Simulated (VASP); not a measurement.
# AlRu (Pm-3m) in VASP: a series of runs, part 2 of 2

VASP 6.6.1. The steps go on from the part before.

## 4. Single point, PBE0

This run uses another cell than the first one, of 13.12 Å³/atom, 1.043 times its volume.

POSCAR reads:

```
AlRu
1.0
    2.9715215427      0.0000000000      0.0000000000
    0.0000000000      2.9715215427      0.0000000000
    0.0000000000      0.0000000000      2.9715215427
Ru Al
1 1
Direct
    0.5000000000      0.5000000000      0.5000000000
    0.0000000000      0.0000000000      0.0000000000
```

INCAR.step1 reads:

```
PREC = Accurate
ENCUT = 520
EDIFF = 1E-5
ISMEAR = -1
SIGMA = 0.05
LREAL = False
LASPH = True
NELM = 60
ALGO = Normal
ISIF = 2
LWAVE = True
NBANDS = 16
GGA = PE
```

INCAR.step2 reads:

```
PREC = Accurate
ENCUT = 520
EDIFF = 1E-7
ISMEAR = -1
SIGMA = 0.05
LREAL = False
LASPH = True
NELM = 60
ALGO = Normal
ISIF = 2
LWAVE = False
LCHARG = True
GGA = PE
LHFCALC = True
AEXX = 0.25
PRECFOCK = Normal
LELF = True
LVHAR = True
NBANDS = 16
ISTART = 1
```

KPOINTS reads:

```
Automatic mesh
0
Gamma
  4 4 4
```

Potentials or basis: VASP PAW PBE potentials, release 64 (Ru_pv, Al).

Started as:

```
> cat potpaw_PBE.64/Ru_pv/POTCAR potpaw_PBE.64/Al/POTCAR > POTCAR
> cp INCAR.step1 INCAR
> mpirun -np 1 vasp_std > vasp.out
> cp INCAR.step2 INCAR
> mpirun -np 1 vasp_std > vasp.out
```

OUTCAR:

```text
PREC = Accurate
   ENCUT = 520
   EDIFF = 1E-7
   ISMEAR = -1
   LREAL = False
   LASPH = True
   NELM = 60
   ISIF = 2
   GGA = PE
   LHFCALC = True
   AEXX = 0.25
   PRECFOCK = Normal
   ISTART = 1

 ion  position               nearest neighbor table
   1  0.500  0.500  0.500-   2 2.57   2 2.57   2 2.57   2 2.57   2 2.57   2 2.57   2 2.57   2 2.57

   2  0.000  0.000  0.000-   1 2.57   1 2.57   1 2.57   1 2.57   1 2.57   1 2.57   1 2.57   1 2.57

  LATTYP: Found a simple cubic cell.
 ALAT       =     2.9715215427

  Lattice vectors:

 A1 = (   2.9715215427,   0.0000000000,   0.0000000000)
 A2 = (   0.0000000000,   2.9715215427,   0.0000000000)
 A3 = (   0.0000000000,   0.0000000000,   2.9715215427)

Analysis of symmetry for initial positions (statically):
=====================================================================
 Subroutine PRICEL returns:
 Original cell was already a primitive cell.

 Routine SETGRP: Setting up the symmetry group for a
 simple cubic supercell.
[... 156 lines left out ...]
  free energy    TOTEN  =       -18.34964613 eV

  energy without entropy =      -18.34367436  energy(sigma->0) =      -18.34666024

 E-fermi :  10.6126     XC(G=0):  -9.9247

 val. band max:       10.5778880158   @ k =   0.2500   0.0000   0.0000
 cond. band min:      11.2474283208   @ k =   0.5000   0.0000   0.0000
 fundamental gap:      0.6695403050
 Fermi energy:        10.6125556729

 k-point     1 :       0.0000    0.0000    0.0000
  band No.  band energies     occupation
      1     -34.2837      2.00000
      2     -34.2837      2.00000
      3     -34.2837      2.00000
      4      -0.7184      2.00000
      5       6.0755      2.00000
      6       6.0755      2.00000
[... 167 lines left out ...]
      3     -34.5098      2.00000
      4       4.6727      2.00000
      5       4.6727      2.00000
      6       4.6727      2.00000
[... 8 lines left out ...]
     15      20.8504      0.00000
     16      24.7525      0.00000

------------------------ aborting loop because EDIFF is reached ----------------------------------------

  FORCE on cell =-STRESS in cart. coord.  units (eV):
  Direction    XX          YY          ZZ          XY          YZ          ZX
  --------------------------------------------------------------------------------------
  -------------------------------------------------------------------------------------
  Total       -0.4806713     -0.4806713     -0.4806713      0.0000000      0.0000000      0.0000000
  in kB      -29.3509480    -29.3509480    -29.3509480      0.0000000      0.0000000      0.0000000
  external PRESSURE =     -29.3509480 kB  Pullay stress =       0.0000000 kB

 VOLUME and BASIS-vectors are now :
 -----------------------------------------------------------------------------
  energy-cutoff  :      520.00
  volume of cell :       26.24
      direct lattice vectors                 reciprocal lattice vectors
     2.971521543  0.000000000  0.000000000     0.336527932  0.000000000  0.000000000
     0.000000000  2.971521543  0.000000000     0.000000000  0.336527932  0.000000000
     0.000000000  0.000000000  2.971521543     0.000000000  0.000000000  0.336527932

 POSITION                                       TOTAL-FORCE (eV/Angst)
 -----------------------------------------------------------------------------------
      1.48576      1.48576      1.48576         0.000000      0.000000      0.000000
      0.00000      0.00000      0.00000         0.000000      0.000000      0.000000
 -----------------------------------------------------------------------------------
    total drift:                               -0.000000     -0.000000     -0.000000

  FREE ENERGIE OF THE ION-ELECTRON SYSTEM (eV)
  ---------------------------------------------------
  free  energy   TOTEN  =       -18.3496461286 eV

  energy  without entropy=      -18.3436743573  energy(sigma->0) =      -18.34666024
```

Wall time 5.7 min (1 thread of AMD EPYC 7R13 (Zen 3), shared host); peak memory 0.12 GiB.

Results:

```
Free energy : -18.3496 eV
Pressure    : -2.9 GPa
```

Levels at points of the mesh, in eV from the Fermi level:
```tsv
k point	band 6	band 7	band 8	band 9	band 10	band 11	band 12	band 13
(0.00, 0.00, 0.00)	-4.54	-0.46	-0.46	-0.46	7.44	7.44	7.44	12.85
(0.50, 0.00, 0.00)	-3.62	-2.52	-2.52	0.63	3.69	8.72	12.76	12.76
(0.50, 0.50, 0.00)	-1.98	-1.98	-1.85	-1.85	2.76	7.03	7.79	12.33
(0.50, 0.50, 0.50)	-5.94	2.79	2.79	3.80	5.27	5.27	5.27	10.24
```

Caveat: the k points lie up to 0.53 Å⁻¹ apart; the PAW data sets were made with another functional, which shifts forces and pressure a little.

## 5. Single point, PBE0

This run uses another cell than the first one, of 13.39 Å³/atom, 1.064 times its volume.

POSCAR reads:

```
AlRu
1.0
    2.9916000000      0.0000000000      0.0000000000
    0.0000000000      2.9916000000      0.0000000000
    0.0000000000      0.0000000000      2.9916000000
Ru Al
1 1
Direct
    0.5000000000      0.5000000000      0.5000000000
    0.0000000000      0.0000000000      0.0000000000
```

INCAR.step1 reads:

```
PREC = Accurate
ENCUT = 520
EDIFF = 1E-5
ISMEAR = -1
SIGMA = 0.05
LREAL = F
LASPH = T
NELM = 100
ALGO = Normal
ISIF = 2
LWAVE = T
LCHARG = F
GGA = PE
NBANDS = 16
```

INCAR.step2 reads:

```
PREC = Accurate
ENCUT = 520
EDIFF = 1E-6
ISMEAR = -1
SIGMA = 0.05
LREAL = F
LASPH = T
NELM = 100
ALGO = Normal
ISIF = 2
LWAVE = F
LCHARG = F
GGA = PE
LHFCALC = T
AEXX = 0.25
PRECFOCK = Normal
ISTART = 1
NBANDS = 16
```

KPOINTS is that of step 4.

Started as:

```
> cat potpaw_PBE.64/Ru_pv/POTCAR potpaw_PBE.64/Al/POTCAR > POTCAR
> cp INCAR.step1 INCAR
> mpirun -np 1 vasp_std > vasp.out
> cp INCAR.step2 INCAR
> mpirun -np 1 vasp_std > vasp.out
```

Run time: 5.3 min. Hardware: 1 thread of AMD EPYC 7R13 (Zen 3), shared host; peak memory 0.11 GiB.

It converged, with:

| Item | Value |
| --- | --- |
| Free energy | -18.3329 eV |
| Pressure | -7.2 GPa |

Levels at points of the mesh, in eV from the Fermi level:
```
           k point  band 5  band 6  band 7  band 8  band 9  band 10  band 11  band 12  band 13  band 14
(0.00, 0.00, 0.00)   -4.40   -4.40   -0.46   -0.46   -0.46     7.35     7.35     7.35    12.73    12.73
(0.50, 0.00, 0.00)   -6.47   -3.51   -2.46   -2.46    0.63     3.61     8.74    12.65    12.65    14.51
(0.50, 0.50, 0.00)   -3.81   -1.92   -1.92   -1.82   -1.82     2.71     6.89     7.57    12.17    16.11
(0.50, 0.50, 0.50)   -5.80   -5.80    2.74    2.74    3.67     5.23     5.23     5.23    10.05    10.05
```

Caveat: the k points lie up to 0.53 Å⁻¹ apart; the PAW data sets were made with another functional, which shifts forces and pressure a little.

## 6. Single point, PBE0

This run uses another cell than the first one, of 13.65 Å³/atom, 1.085 times its volume.

POSCAR reads:

```
AlRu
1.0
    3.0114124979      0.0000000000      0.0000000000
    0.0000000000      3.0114124979      0.0000000000
    0.0000000000      0.0000000000      3.0114124979
Ru Al
1 1
Direct
    0.5000000000      0.5000000000      0.5000000000
    0.0000000000      0.0000000000      0.0000000000
```

INCAR.step1 reads:

```
PREC = Accurate
ENCUT = 520
EDIFF = 1E-5
ISMEAR = -1
SIGMA = 0.05
LREAL = False
LASPH = True
NELM = 100
ALGO = Normal
ISIF = 2
LWAVE = True
LCHARG = False
NBANDS = 16
GGA = PE
```

INCAR.step2 reads:

```
PREC = Accurate
ENCUT = 520
EDIFF = 1E-7
ISMEAR = -1
SIGMA = 0.05
LREAL = False
LASPH = True
NELM = 100
ALGO = Normal
ISIF = 2
LWAVE = False
LCHARG = False
GGA = PE
LHFCALC = True
AEXX = 0.25
PRECFOCK = Normal
NBANDS = 16
ISTART = 1
```

KPOINTS reads:

```
regular mesh
0
Gamma
  4 4 4
```

Potentials or basis: VASP PAW PBE potentials, release 64 (Ru_pv, Al).

Started as:

```
> cat potpaw_PBE.64/Ru_pv/POTCAR potpaw_PBE.64/Al/POTCAR > POTCAR
> cp INCAR.step1 INCAR
> mpirun -np 1 vasp_std > vasp.out
> cp INCAR.step2 INCAR
> mpirun -np 1 vasp_std > vasp.out
```

Wall time 5.7 min (1 thread of AMD EPYC 7R13 (Zen 3), shared host); peak memory 0.12 GiB.

It converged, with:

```
Free energy : -18.3026 eV
Pressure    : -11.0 GPa
```

Levels at points of the mesh, in eV from the Fermi level:
```tsv
k point	band 7	band 8	band 9	band 10	band 11	band 12
(0.00, 0.00, 0.00)	-0.45	-0.45	-0.45	7.26	7.26	7.26
(0.50, 0.00, 0.00)	-2.40	-2.40	0.62	3.54	8.76	12.55
(0.50, 0.50, 0.00)	-1.87	-1.79	-1.79	2.67	6.76	7.37
(0.50, 0.50, 0.50)	2.70	2.70	3.55	5.19	5.19	5.19
```

Caveat: the k points lie up to 0.52 Å⁻¹ apart; the PAW data sets were made with another functional, which shifts forces and pressure a little.

## 7. Summary

| cell | gap on the mesh (eV) | pressure (GPa) |
| --- | --- | --- |
| a = 2.931 Å, 2 atoms | none | 7.1 |
| a = 2.951 Å, 2 atoms | none | 1.8 |
| a = 2.972 Å, 2 atoms | none | -2.9 |
| a = 2.992 Å, 2 atoms | none | -7.2 |
| a = 3.011 Å, 2 atoms | none | -11.0 |

Alike in all rows: task single point; level PBE0; potentials or basis VASP PAW PBE potentials, release 64 (Ru_pv, Al); no spin polarisation; k mesh 4 × 4 × 4; cutoff (eV) 520; smearing fermi-dirac 0.05 eV.

Caveats: all runs use coarse meshes; the PAW data sets were made with another functional, which shifts forces and pressure a little.

Absolute energies hang on the potentials; compare differences alone.
